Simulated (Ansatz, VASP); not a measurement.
Two plane-wave programs on B

```
B
1.0
     2.42075   -1.60480    0.00000
     2.42075    1.60480    0.00000
    -2.34742    0.00000    5.36747
B
6
Cartesian
  2.0825 -0.0367 2.8902
  0.4116 0.0367 2.4773
  1.8339 0.6725 1.3419
  3.2562 0.0367 0.2064
  -0.7622 -0.0367 5.1610
  0.6602 -0.6725 4.0256
```

Change from the starting cell: the structure that the rattled cell fell into.

Alike in both runs: task relaxation of cell and atoms; functional PBE; k mesh 6 × 6 × 4; occupations gaussian, width 0.1 eV; no spin polarisation.

|  | VASP | Ansatz |
| --- | --- | --- |
| version | VASP 6.6.1 | Ansatz 0.2.0 |
| potentials or method | VASP PAW PBE potentials, release 64 (B), cutoff 600 eV | scalar-relativistic, plane waves, PAW |
| valence electrons in the cell | 18 | 18 |

|  | VASP | Ansatz | Ansatz less VASP |
| --- | --- | --- | --- |
| gap on the k mesh at the Fermi level, each at its own relaxed structure (eV) | none | none | - |
| relaxed volume (Å³/atom) | 7.00 | 6.99 | -0.008 |
| relaxed length of the cell vector where the two differ most in proportion (Å) | 5.866 | 5.858 | -0.0073 |

A gap of «none» marks a metal or a gap that the smearing closes.

The k mesh is coarse, so the values compare programs but aren't converged.
